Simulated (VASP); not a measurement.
# SnO (Cmc2_1) in VASP: notebook, part 2 of 2

VASP 6.6.1. The steps go on from the part before.

### 4 Single point, PBE

Contents of INCAR:

```
PREC     = Accurate       # precision mode
ENCUT    = 520            # plane-wave cutoff, eV
EDIFF    = 1E-6           # SCF threshold, eV
ISMEAR   = -1             # smearing method
SIGMA    = 0.05           # smearing width, eV
LREAL    = F              # projectors in reciprocal space
LASPH    = T              # aspherical terms in the spheres
NELM     = 100            # most SCF steps
ALGO     = Normal         # electronic algorithm
ISIF     = 2              # what is computed and relaxed
LWAVE    = F              # write WAVECAR
LCHARG   = F              # write CHGCAR
GGA      = PE             # functional
NBANDS   = 50             # bands
```

Contents of KPOINTS:

```
Automatic mesh
0
Gamma
  10 10 4
```

Contents of POSCAR:

```
SnO
1.0
    2.5000000000     -2.8600000000      0.0000000000
    2.5000000000      2.8600000000      0.0000000000
    0.0000000000      0.0000000000     11.1200000000
Sn O
4 4
Direct
    0.0000000000      0.0000000000      0.0000000000
    0.0000000000      0.0000000000      0.5000000000
    0.5590000000      0.4410000000      0.2540000000
    0.4410000000      0.5590000000      0.7540000000
    0.9300000000      0.4300000000      0.3800000000
    0.0700000000      0.5700000000      0.8800000000
    0.5700000000      0.0700000000      0.3800000000
    0.4300000000      0.9300000000      0.8800000000
```

On the command line:

```console
$ cat potpaw_PBE.64/Sn_d/POTCAR potpaw_PBE.64/O/POTCAR > POTCAR
$ mpirun -np 1 vasp_std > vasp.out
```

Run time: 13 min. Hardware: 1 thread of Intel Xeon Platinum 8488C (Sapphire Rapids), shared host; peak memory 0.59 GiB.

The run converged. Its results:

```
Free energy            : -37.8394 eV
Pressure               : 10.2 GPa
Largest force          : 8.880 eV/Å
Band gap on the k mesh : zero (bands 40 and 41 overlap by 0.35 eV)
```

Forces on the atoms (eV/Å):
```
Sn   0.000  0.938 -1.005
Sn   0.000 -0.938 -1.005
Sn   0.000  2.251 -1.206
Sn   0.000 -2.251 -1.206
O    8.791 -0.596  1.106
O   -8.791  0.596  1.106
O   -8.791 -0.596  1.106
O    8.791  0.596  1.106
```

Stress tensor (GPa, compression positive):
```
30.59  0.00  0.00
 0.00  0.47  0.00
 0.00  0.00 -0.45
```

Levels at points of the mesh, in eV from the Fermi level:
```tsv
k point	band 38	band 39	band 40	band 41	band 42	band 43
(0.00, 0.00, 0.00)	-1.57	-0.08	-0.05	0.87	2.23	2.32
(0.50, 0.00, 0.00)	-2.61	-1.57	-1.37	0.84	0.87	1.16
(0.50, 0.50, 0.00)	-2.34	-0.85	-0.69	-0.03	0.36	0.43
(0.00, 0.00, 0.50)	-2.55	-0.07	-0.07	1.52	1.52	2.73
(0.50, 0.00, 0.50)	-2.89	-1.41	-1.41	0.66	0.66	1.47
(0.50, 0.50, 0.50)	-2.34	-0.43	-0.43	-0.29	-0.29	0.63
```

Caveat: the cell stands under pressure; semilocal functionals underestimate gaps, so a narrow gap can read as zero; spin-orbit coupling is left out, which moves the levels of the heavy elements; forces of over 1 eV/Å act on the atoms, so gaps and moduli don't describe the material at rest.

### 5 Single point, PBE

Contents of INCAR:

```
SYSTEM = SnO
PREC = Accurate
ENCUT = 520
EDIFF = 1E-6
ISMEAR = 1
SIGMA = 0.01
LREAL = .False.
LASPH = .True.
NELM = 80
ALGO = Normal
ISIF = 2
LWAVE = .False.
LCHARG = .True.
GGA = PE
LELF = .True.
LVHAR = .True.
NBANDS = 50
```

Contents of KPOINTS:

```
regular mesh
0
Gamma
  10 10 4
  0 0 0
```

POSCAR is that of step 4.

Potentials or basis: VASP PAW PBE potentials, release 64 (Sn_d, O).

On the command line:

```console
$ cat potpaw_PBE.64/Sn_d/POTCAR potpaw_PBE.64/O/POTCAR > POTCAR
$ mpirun -np 1 vasp_std > vasp.out
```

OUTCAR:

```text
SYSTEM = SnO
   PREC = Accurate
   ENCUT = 520
   EDIFF = 1E-6
   ISMEAR = 1
   LREAL = .False.
   LASPH = .True.
   NELM = 80
   ISIF = 2
   GGA = PE

 ion  position               nearest neighbor table
   1  0.000  0.000  0.000-   6 2.15   8 2.15   6 2.53   8 2.53   4 3.72   4 3.72   4 3.72
   2  0.000  0.000  0.500-   5 2.15   7 2.15   7 2.53   5 2.53   3 3.72   3 3.72   3 3.72
   3  0.559  0.441  0.254-   5 1.99   7 1.99   7 2.77   5 2.77   2 3.72   2 3.72   2 3.72
   4  0.441  0.559  0.754-   6 1.99   8 1.99   6 2.77   8 2.77   1 3.72   1 3.72   1 3.72
   5  0.930  0.430  0.380-   7 1.80   3 1.99   2 2.15   2 2.53   3 2.77
   6  0.070  0.570  0.880-   8 1.80   4 1.99   1 2.15   1 2.53   4 2.77
   7  0.570  0.070  0.380-   5 1.80   3 1.99   2 2.15   2 2.53   3 2.77
   8  0.430  0.930  0.880-   6 1.80   4 1.99   1 2.15   1 2.53   4 2.77
[... 1489 lines left out ...]
  external PRESSURE =     102.1041418 kB  Pullay stress =       0.0000000 kB

 VOLUME and BASIS-vectors are now :
 -----------------------------------------------------------------------------
  energy-cutoff  :      520.00
  volume of cell :      159.02
      direct lattice vectors                 reciprocal lattice vectors
     2.500000000 -2.860000000  0.000000000     0.200000000 -0.174825175  0.000000000
     2.500000000  2.860000000  0.000000000     0.200000000  0.174825175  0.000000000
     0.000000000  0.000000000 11.120000000     0.000000000  0.000000000  0.089928058

 POSITION                                       TOTAL-FORCE (eV/Angst)
 -----------------------------------------------------------------------------------
      0.00000      0.00000      0.00000         0.000000      0.938629     -1.031702
      0.00000      0.00000      5.56000         0.000000     -0.938629     -1.031702
      2.50000     -0.33748      2.82448         0.000000      2.251653     -1.177944
      2.50000      0.33748      8.38448         0.000000     -2.251653     -1.177944
      3.40000     -1.43000      4.22560         8.820657     -0.597097      1.104823
      1.60000      1.43000      9.78560        -8.820657      0.597097      1.104823
      1.60000     -1.43000      4.22560        -8.820657     -0.597097      1.104823
      3.40000      1.43000      9.78560         8.820657      0.597097      1.104823
 -----------------------------------------------------------------------------------
    total drift:                                0.000000     -0.000000      0.000777

  FREE ENERGIE OF THE ION-ELECTRON SYSTEM (eV)
  ---------------------------------------------------
  free  energy   TOTEN  =       -37.8262544043 eV

  energy  without entropy=      -37.8262486744  energy(sigma->0) =      -37.82625249
```

Wall time 5.8 min (1 thread of Intel Xeon 6975P-C (Granite Rapids), shared host); peak memory 0.6 GiB.

Results:

```yaml
Free_energy: -37.8263 eV
Pressure: 10.2 GPa
Largest_force: 8.910 eV/Å
Band_gap_on_the_k_mesh: zero (bands 40 and 41 overlap by 0.36 eV)
```

Forces in eV/Å, atoms in the order of the input:
```
Sn   0.000  0.939 -1.032
Sn   0.000 -0.939 -1.032
Sn   0.000  2.252 -1.178
Sn   0.000 -2.252 -1.178
O    8.821 -0.597  1.105
O   -8.821  0.597  1.105
O   -8.821 -0.597  1.105
O    8.821  0.597  1.105
```

Caveat: the cell stands under pressure; semilocal functionals underestimate gaps, so a narrow gap can read as zero; spin-orbit coupling is left out, which moves the levels of the heavy elements; forces of over 1 eV/Å act on the atoms, so gaps and moduli don't describe the material at rest.

### 6 Single point, PBE

Contents of INCAR:

```
PREC = Accurate
ENCUT = 520
EDIFF = 1E-7
ISMEAR = 1
SIGMA = 0.2
LREAL = False
LASPH = True
NELM = 80
ALGO = Normal
ISIF = 2
LWAVE = False
LCHARG = False
GGA = PE
NBANDS = 50
```

Contents of KPOINTS:

```
regular mesh
0
Gamma
  10 10 4
```

POSCAR is that of step 5.

Potentials or basis: VASP PAW PBE potentials, release 64 (Sn_d, O).

On the command line:

```console
$ cat potpaw_PBE.64/Sn_d/POTCAR potpaw_PBE.64/O/POTCAR > POTCAR
$ mpirun -np 1 vasp_std > vasp.out
```

OUTCAR:

```text
PREC = Accurate
   ENCUT = 520
   EDIFF = 1E-7
   ISMEAR = 1
   LREAL = False
   LASPH = True
   NELM = 80
   ISIF = 2
   GGA = PE

 ion  position               nearest neighbor table
   1  0.000  0.000  0.000-   6 2.15   8 2.15   6 2.53   8 2.53   4 3.72   4 3.72   4 3.72
   2  0.000  0.000  0.500-   5 2.15   7 2.15   7 2.53   5 2.53   3 3.72   3 3.72   3 3.72
   3  0.559  0.441  0.254-   5 1.99   7 1.99   7 2.77   5 2.77   2 3.72   2 3.72   2 3.72
   4  0.441  0.559  0.754-   6 1.99   8 1.99   6 2.77   8 2.77   1 3.72   1 3.72   1 3.72
   5  0.930  0.430  0.380-   7 1.80   3 1.99   2 2.15   2 2.53   3 2.77
   6  0.070  0.570  0.880-   8 1.80   4 1.99   1 2.15   1 2.53   4 2.77
   7  0.570  0.070  0.380-   5 1.80   3 1.99   2 2.15   2 2.53   3 2.77
   8  0.430  0.930  0.880-   6 1.80   4 1.99   1 2.15   1 2.53   4 2.77

  LATTYP: Found a base centered orthorhombic cell.
 ALAT       =     5.0000000000
 B/A-ratio  =     1.1440000000
 C/A-ratio  =     2.2240000000

  Lattice vectors:

 A1 = (   2.5000000000,  -2.8600000000,   0.0000000000)
 A2 = (   2.5000000000,   2.8600000000,   0.0000000000)
 A3 = (   0.0000000000,   0.0000000000,  11.1200000000)

Analysis of symmetry for initial positions (statically):
=====================================================================
 Subroutine PRICEL returns:
 Original cell was already a primitive cell.

 Routine SETGRP: Setting up the symmetry group for a
 base centered orthorhombic supercell.

 Subroutine GETGRP returns: Found  4 space group operations
 (whereof  2 operations were pure point group operations)
 out of a pool of  8 trial point group operations.

The static configuration has the point symmetry C_1h.
 The point group associated with its full space group is C_2v.

Analysis of symmetry for dynamics (positions and initial velocities):
=====================================================================
 Subroutine PRICEL returns:
 Original cell was already a primitive cell.

 Routine SETGRP: Setting up the symmetry group for a
 base centered orthorhombic supercell.

 Subroutine GETGRP returns: Found  4 space group operations
 (whereof  2 operations were pure point group operations)
 out of a pool of  8 trial point group operations.

The dynamic configuration has the point symmetry C_1h.
 The point group associated with its full space group is C_2v.

 Subroutine INISYM returns: Found  4 space group operations
 (whereof  2 operations are pure point group operations),
 and found     1 'primitive' translations

----------------------------------------------------------------------------------------

                                     Primitive cell

  volume of cell :     159.0160

  direct lattice vectors                    reciprocal lattice vectors
     2.500000000 -2.860000000  0.000000000     0.200000000 -0.174825175  0.000000000
     2.500000000  2.860000000  0.000000000     0.200000000  0.174825175  0.000000000
     0.000000000  0.000000000 11.120000000     0.000000000  0.000000000  0.089928058

  length of vectors
     3.798631332  3.798631332 11.120000000     0.265638555  0.265638555  0.089928058

  position of ions in fractional coordinates (direct lattice)
     0.000000000  0.000000000  0.000000000
     0.000000000  0.000000000  0.500000000
[... 51 lines left out ...]
  0.500000 -0.000000  0.000000      2.000000
[... 16 lines left out ...]
  0.300000  0.300000  0.000000      2.000000
  0.400000  0.300000  0.000000      4.000000
 [... further k-points ...]
   k-points           NKPTS =     93   k-points in BZ     NKDIM =     93   number of bands    NBANDS=     50
   number of dos      NEDOS =    301   number of ions     NIONS =      8
   total plane-waves  NPLWV =  65856
   dimension x,y,z NGX =    28 NGY =   28 NGZ =   84
   dimension x,y,z NGXF=    56 NGYF=   56 NGZF=  168
   ions per type =               4   4
   NGX,Y,Z   is equivalent  to a cutoff of  12.25, 12.25, 12.56 a.u.
   NGXF,Y,Z  is equivalent  to a cutoff of  24.51, 24.51, 25.12 a.u.
 SYSTEM =  unknown system
   PREC   = accura    normal or accurate (medium, high low for compatibility)
   ISTART =      0    job   : 0-new  1-cont  2-samecut
   ICHARG =      2    charge: 1-file 2-atom 10-const
   ISPIN  =      1    spin polarized calculation?
   LNONCOLLINEAR =      F non collinear calculations
   LSORBIT =      F    spin-orbit coupling
   LASPH  =      T    aspherical Exc in radial PAW
   ENCUT  =  520.0 eV  38.22 Ry    6.18 a.u.   7.06  7.06 20.68*2*pi/ulx,y,z
   NELM   =     80;   NELMIN=  2; NELMDL= -5     # of ELM steps
   EDIFF  = 0.1E-06   stopping-criterion for ELM
   LREAL  =      F    real-space projection
   EDIFFG = 0.1E-05   stopping-criterion for IOM
   NSW    =      0    number of steps for IOM
   IBRION =     -1    ionic relax: 0-MD 1-quasi-New 2-CG
   NFREE  =      0    steps in history (QN), initial steepest desc. (CG)
   ISIF   =      2    stress and relaxation
   ISYM   =      2    0-nonsym 1-usesym 2-fastsym
   POTIM  = 0.5000    time-step for ionic-motion
   TEBEG  =    0.0;   TEEND  =   0.0 temperature during run
   PSTRESS=    0.0 pullay stress
   NELECT =      80.0000    total number of electrons
   NUPDOWN=      -1.0000    fix difference up-down
   EMIN   =  10.00;   EMAX   =-10.00  energy-range for DOS
   EFERMI =   0.00;   METHOD = LEGACY
   ISMEAR =     1;   SIGMA  =   0.20  broadening in eV -4-tet -1-fermi 0-gaus
   EFERMI_NEDOS =   21; number of points for ismear=-14 and -15
   IALGO  =     38    algorithm
   IMIX   =      4    mixing-type and parameters
     AMIX     =   0.40;   BMIX     =  1.00
     AMIX_MAG =   1.60;   BMIX_MAG =  1.00
  volume/ion in A,a.u.               =      19.88       134.14
  Fermi-wavevector in a.u.,A,eV,Ry     =   1.302041  2.460500 23.066092  1.695310
  Thomas-Fermi vector in A             =   2.433135
   LORBIT       =      0    0 simple, 1 ext, 2 COOP (PROOUT), +10 PAW based schemes
   GGA     = PE    functional components
   LHFCALC =     F    Hartree Fock is set to
   AEXX    =    0.0000 exact exchange contribution
   IVDW    =     0    specifies the selected vdW correction
   LEPSILON=     F    determine dielectric tensor
   LRPA    =     F    only Hartree local field effects (RPA)
 non-spin polarized calculation
 Methfessel and Paxton  Order N= 1 SIGMA  =   0.20
  energy-cutoff  :      520.00
  volume of cell :      159.02
 maximum number of plane-waves:      4324
   NGX = 15   NGY = 15   NGZ = 41

 number of electron      80.0000004 magnetization

 Free energy of the ion-electron system (eV)
  ---------------------------------------------------
  ext. energy  EPLUGINS =         0.00000000
  ---------------------------------------------------
  free energy    TOTEN  =       -37.82906442 eV

  energy without entropy =      -37.82325426  energy(sigma->0) =      -37.82712770

 E-fermi :   6.3352     XC(G=0):  -9.6253

 val. band max:        6.3306680330   @ k =  -0.3000   0.3000   0.2500
 cond. band min:       6.3369328790   @ k =  -0.2000   0.2000   0.0000
 fundamental gap:      0.0062648461
 Fermi energy:         6.3352188117

 k-point     1 :       0.0000    0.0000    0.0000
  band No.  band energies     occupation
      1     -16.4330      2.00000
      2     -16.4288      2.00000
      3     -16.0366      2.00000
      4     -16.0313      2.00000
      5     -15.8424      2.00000
      6     -15.8377      2.00000
[... 1261 lines left out ...]
     49      10.7018      0.00000
     50      11.1113      0.00000

 [... further k-points ...]

------------------------ aborting loop because EDIFF is reached ----------------------------------------

  FORCE on cell =-STRESS in cart. coord.  units (eV):
  Direction    XX          YY          ZZ          XY          YZ          ZX
  --------------------------------------------------------------------------------------
  -------------------------------------------------------------------------------------
  Total       30.4486548      0.4517173     -0.4912157      0.0000000      0.0000000      0.0000000
  in kB      306.7876468      4.5513111     -4.9492798      0.0000000      0.0000000      0.0000000
  external PRESSURE =     102.1298927 kB  Pullay stress =       0.0000000 kB

 VOLUME and BASIS-vectors are now :
 -----------------------------------------------------------------------------
  energy-cutoff  :      520.00
  volume of cell :      159.02
      direct lattice vectors                 reciprocal lattice vectors
     2.500000000 -2.860000000  0.000000000     0.200000000 -0.174825175  0.000000000
     2.500000000  2.860000000  0.000000000     0.200000000  0.174825175  0.000000000
     0.000000000  0.000000000 11.120000000     0.000000000  0.000000000  0.089928058

 POSITION                                       TOTAL-FORCE (eV/Angst)
 -----------------------------------------------------------------------------------
      0.00000      0.00000      0.00000         0.000000      0.938419     -1.018648
      0.00000      0.00000      5.56000         0.000000     -0.938419     -1.018648
      2.50000     -0.33748      2.82448         0.000000      2.250468     -1.192145
      2.50000      0.33748      8.38448         0.000000     -2.250468     -1.192145
      3.40000     -1.43000      4.22560         8.804580     -0.596103      1.105396
      1.60000      1.43000      9.78560        -8.804580      0.596103      1.105396
      1.60000     -1.43000      4.22560        -8.804580     -0.596103      1.105396
      3.40000      1.43000      9.78560         8.804580      0.596103      1.105396
 -----------------------------------------------------------------------------------
    total drift:                                0.000000     -0.000000      0.000643

  FREE ENERGIE OF THE ION-ELECTRON SYSTEM (eV)
  ---------------------------------------------------
  free  energy   TOTEN  =       -37.8290644200 eV

  energy  without entropy=      -37.8232542637  energy(sigma->0) =      -37.82712770
```

Wall time 9.1 min (1 thread of Intel Xeon Platinum 8488C (Sapphire Rapids), shared host); peak memory 0.6 GiB.

What came out:

* Free energy: -37.8291 eV
* Pressure: 10.2 GPa
* Largest force: 8.894 eV/Å
* Band gap on the k mesh: zero (bands 40 and 41 overlap by 0.35 eV)

Forces on the atoms (eV/Å):
```
Sn   0.000  0.938 -1.019
Sn   0.000 -0.938 -1.019
Sn   0.000  2.250 -1.192
Sn   0.000 -2.250 -1.192
O    8.805 -0.596  1.105
O   -8.805  0.596  1.105
O   -8.805 -0.596  1.105
O    8.805  0.596  1.105
```

Levels at points of the mesh, in eV from the Fermi level:
```tsv
k point	band 36	band 37	band 38	band 39	band 40	band 41	band 42	band 43	band 44	band 45
(0.00, 0.00, 0.00)	-3.28	-3.27	-1.57	-0.08	-0.05	0.87	2.23	2.32	2.60	3.00
(0.50, 0.00, 0.00)	-3.63	-2.94	-2.61	-1.57	-1.37	0.85	0.87	1.16	1.34	3.66
(0.50, 0.50, 0.00)	-2.82	-2.34	-2.34	-0.86	-0.69	-0.03	0.36	0.43	1.39	1.49
(0.00, 0.00, 0.50)	-3.27	-2.55	-2.55	-0.06	-0.06	1.52	1.52	2.73	2.73	2.84
(0.50, 0.00, 0.50)	-3.78	-2.89	-2.89	-1.40	-1.40	0.66	0.66	1.47	1.47	3.63
(0.50, 0.50, 0.50)	-2.89	-2.34	-2.34	-0.43	-0.43	-0.29	-0.29	0.63	0.63	2.61
```

Caveat: the cell stands under pressure; semilocal functionals underestimate gaps, so a narrow gap can read as zero; spin-orbit coupling is left out, which moves the levels of the heavy elements; forces of over 1 eV/Å act on the atoms, so gaps and moduli don't describe the material at rest.

### 7 Summary

| smearing | gap on the mesh (eV) | pressure (GPa) | largest force (eV/Å) |
| --- | --- | --- | --- |
| gaussian 0.01 eV | none | 10.2 | 8.91 |
| tetrahedron | none | 10.2 | 8.97 |
| fermi-dirac 0.05 eV | none | 10.2 | 8.88 |
| methfessel-paxton 0.01 eV | none | 10.2 | 8.91 |
| methfessel-paxton 0.2 eV | none | 10.2 | 8.89 |

Alike in all rows: task single point; level PBE; potentials or basis VASP PAW PBE potentials, release 64 (Sn_d, O); no spin polarisation; cell as given; k mesh 10 × 10 × 4; cutoff (eV) 520.

Caveats: the cell stands under pressure; semilocal functionals underestimate gaps, so a narrow gap can read as zero; spin-orbit coupling is left out, which moves the levels of the heavy elements; forces of over 1 eV/Å act on the atoms, so gaps and moduli don't describe the material at rest.

Total energies depend on the potentials used, so only differences within one code and one set of settings carry meaning.
